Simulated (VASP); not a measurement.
Wanted: the native input for a VASP 6.6.1 run.

- Task: single point
- Functional: PBE
- Potentials or basis: VASP PAW PBE potentials, release 64 (C)
- Cutoff: 520 eV
- k mesh: 21 × 21 × 6
- Occupations: gaussian, width 0.15 eV
- Spin: no spin polarisation
- Dipole correction: no
- Further INCAR settings: ALGO = Normal; EDIFF = 1e-06; NBANDS = 16

The structure of C lies in POSCAR:

```
C
1.0
    1.3010079248     -2.0796997856      0.0000000000
    1.3010079248      2.0796997856      0.0000000000
    0.0000000000      0.0000000000      8.4773465957
C
4
Direct
    0.0833329406      0.9166670594      0.7503043452
    0.5833329406      0.4166670594      0.2496956548
    0.9166670594      0.0833329406      0.2496956548
    0.4166670594      0.5833329406      0.7503043452
```

One way to write it, as run:

INCAR

```
SYSTEM = C
ALGO = Normal
EDIFF = 1E-6
ENCUT = 520
GGA = PE
ISIF = 2
ISMEAR = 0
LASPH = .True.
LCHARG = .False.
LREAL = .False.
LWAVE = .False.
NBANDS = 16
NELM = 80
PREC = Accurate
SIGMA = 0.15
```

KPOINTS

```
k-points
0
Gamma
  21 21 6
  0 0 0
```

Potentials or basis: VASP PAW PBE potentials, release 64 (C).

The run is started by

```console
$ cat potpaw_PBE.64/C/POTCAR > POTCAR
$ mpirun -np 1 vasp_std > vasp.out
```

Results of the run:

| Property | Result |
| --- | --- |
| Pressure | -6.6 GPa |
| Largest force | 0.842 eV/Å |

Caveat: the cell stands under tension; this functional lacks dispersion, which binds the layers, so the pressure and a relaxed spacing across them are unreliable.

Wall time 2.7 min on 1 thread of AMD EPYC 9R45 96-Core Processor (Zen 5), with other jobs on the host, peak memory 0.31 GiB.
